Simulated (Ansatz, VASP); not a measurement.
# ZnS: VASP beside Ansatz

Contents of POSCAR:

```
ZnS
1.0
    3.8244780986      0.0000000000      0.0000000000
   -1.9122390493      3.3120951896      0.0000000000
    0.0000000000      0.0000000000      6.2276269412
Zn S
2 2
Direct
    0.3333333333      0.6666666667     -0.0003098998
    0.6666666667      0.3333333333      0.4996901002
    0.3333333333      0.6666666667      0.3753098998
    0.6666666667      0.3333333333      0.8753098998
```

The input INCAR.step1:

```
PREC = Accurate ; ENCUT = 520
ISMEAR = 0 ; SIGMA = 0.01
LREAL = F ; LASPH = T
NELM = 80 ; NBANDS = 26
GGA = PE ; ALGO = Normal
EDIFF = 1E-4 ; LWAVE = T
LCHARG = F
```

The input INCAR.step2:

```
PREC = Accurate ; ENCUT = 520
EDIFF = 1E-6 ; ISMEAR = 0
SIGMA = 0.01 ; LREAL = F
LASPH = T ; NELM = 80
ALGO = Normal ; ISIF = 2
LWAVE = F ; LCHARG = F
METAGGA = R2SCAN ; LMIXTAU = T
NBANDS = 26 ; ISTART = 1
```

KPOINTS

```
Automatic mesh
0
Gamma
  12 12 4
```

Input for Ansatz:

```yaml
crystal:
  lattice:
    - [3.8244780986, 0.0, 0.0]
    - [-1.9122390493, 3.3120951896, 0.0]
    - [0.0, 0.0, 6.2276269412]
  atoms:
    - { symbol: Zn, position: [0.3333333333, 0.6666666667, -0.0003098998] }
    - { symbol: Zn, position: [0.6666666667, 0.3333333333, 0.4996901002] }
    - { symbol: S, position: [0.3333333333, 0.6666666667, 0.3753098998] }
    - { symbol: S, position: [0.6666666667, 0.3333333333, 0.8753098998] }
kpoints:
  mp_grid: { grid: [12, 12, 4] }
  band_path:
    path:
      - [0.0, 0.0, 0.0]
      - [0.5, 0.0, 0.0]
      - [0.3333333333, 0.3333333333, 0.0]
      - [0.0, 0.0, 0.5]
      - [0.5, 0.0, 0.5]
      - [0.3333333333, 0.3333333333, 0.5]
    npoints: 1
hamiltonian:
  xc: r2scan
scf:
  occupations: { method: fixed }
  n_extra_bands: 5
output:
  forces: true
  stress: true
  eigenvalues: true
  write_density: true
  write_potential: true
  elf: true
  volumetric_format: npy
```

Change from the starting cell: epitaxial_xy strain +0.5%.

Alike in both runs: task single point; functional r2SCAN; k mesh 12 × 12 × 4; no spin polarisation.

```csv
,VASP,Ansatz
version,VASP 6.6.1,Ansatz 0.2.0
potentials or method,"VASP PAW PBE potentials, release 64 (Zn, S)","plane waves, PAW"
plane-wave cutoff (eV),520,500
occupations,"gaussian, width 0.01 eV",fixed
valence electrons in the cell,36,36
```

Ansatz gave:

```
gap on the k mesh at the Fermi level (eV)                     : 2.77
pressure (GPa)                                                : -0.5
traceless stress, the component that is largest in VASP (GPa) : 0.51
```

**Question.** Estimate VASP's values.

**Answer.** gap on the k mesh at the Fermi level (eV): 2.78; pressure (GPa): -0.4; traceless stress, the component that is largest in VASP (GPa): 0.53.

VASP's potentials were made for PBE, not for r2SCAN.
